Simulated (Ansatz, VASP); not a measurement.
Cs5O3 in VASP and in Ansatz

File INCAR:

```
  PREC = Accurate
  ENCUT = 520
  EDIFF = 1E-7
  ISMEAR = 0
  SIGMA = 0.1
  LREAL = F
  LASPH = T
  NELM = 60
  ALGO = Normal
  ISIF = 2
  LWAVE = F
  LCHARG = F
  GGA = PE
  NBANDS = 42
```

The input KPOINTS:

```
Automatic mesh
0
Gamma
  4 4 4
```

POSCAR

```
Cs5O3
1.0
    5.6499287600      0.0000000000      0.0000000000
    0.0000000000      5.6499287600      0.0000000000
    0.0000000000      0.0000000000      5.6499287600
Cs O
5 3
Direct
    0.5000000000      0.0000000000      0.0000000000
    0.0000000000      0.5000000000      0.0000000000
    0.0000000000      0.0000000000      0.5000000000
    0.5000000000      0.5000000000      0.5000000000
    0.0000000000      0.0000000000      0.0000000000
    0.0000000000      0.5000000000      0.5000000000
    0.5000000000      0.0000000000      0.5000000000
    0.5000000000      0.5000000000      0.0000000000
```

Input for Ansatz:

```yaml
crystal:
  lattice:
    - [5.64992876, 0.0, 0.0]
    - [0.0, 5.64992876, 0.0]
    - [0.0, 0.0, 5.64992876]
  atoms:
    - { symbol: Cs, position: [0.5, 0.0, 0.0] }
    - { symbol: Cs, position: [0.0, 0.5, 0.0] }
    - { symbol: Cs, position: [0.0, 0.0, 0.5] }
    - { symbol: Cs, position: [0.5, 0.5, 0.5] }
    - { symbol: Cs, position: [0.0, 0.0, 0.0] }
    - { symbol: O, position: [0.0, 0.5, 0.5] }
    - { symbol: O, position: [0.5, 0.0, 0.5] }
    - { symbol: O, position: [0.5, 0.5, 0.0] }
basis:
  ecutwfc: 420
kpoints:
  mp_grid: { grid: [4, 4, 4] }
hamiltonian:
  xc: pbe
scf:
  occupations: { method: gaussian, width: 0.1 }
  lower_state_search: "off"
output:
  forces: true
  stress: true
  eigenvalues: true
```

Alike in both runs: task single point; functional PBE; k mesh 4 × 4 × 4; occupations gaussian, width 0.1 eV; no spin polarisation.

|  | VASP | Ansatz |
| --- | --- | --- |
| version | VASP 6.6.1 | Ansatz 0.2.0 |
| potentials or method | VASP PAW PBE potentials, release 64 (Cs_sv, O), cutoff 520 eV | scalar-relativistic, plane waves, PAW |
| valence electrons in the cell | 63 | 63 |

VASP gave:

* gap on the k mesh at the Fermi level (eV): none
* pressure (GPa): 25.3

Q: Which values does Ansatz return?

A: gap on the k mesh at the Fermi level (eV): none; pressure (GPa): 24.3.

A gap of «none» marks a metal or a gap that the smearing closes. With one functional, cell and mesh, what is left measures potentials, basis and numerics.

Spin-orbit coupling is off throughout.
